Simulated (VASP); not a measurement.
Runs of VASP 6.6.1 on Si3NiO8 (a cell with a defect). The cell holds a defect, 12 atoms: a = 4.599 Å, b = 4.599 Å, c = 6.130 Å, α = 90.00°, β = 90.00°, γ = 90.00°. 

```tsv
fixed moment (μB)	pressure (GPa)	moment (μB)	largest force (eV/Å)
1.23	26.1	1.23	5.68
0.41	26.2	0.41	5.65
2.06	(b)	2.06	(c)
1.65	26.2	1.65	5.63
2.88	(a)	2.88	5.94
```

Alike in all rows: task single point; level r2SCAN; potentials or basis VASP PAW PBE potentials, release 64 (Si, Ni, O); spin collinear, ferromagnetic start; cell as given; k mesh 3 × 3 × 2; cutoff (eV) 520; smearing fermi-dirac 0.05 eV.

Fill in the values left out.

(a) 27.2; (b) 26.3; (c) 5.66.

Caveats: all runs use coarse meshes; the PAW data sets were made with another functional, which shifts forces and pressure a little; the total moment is fixed, so each spin has its own Fermi level.
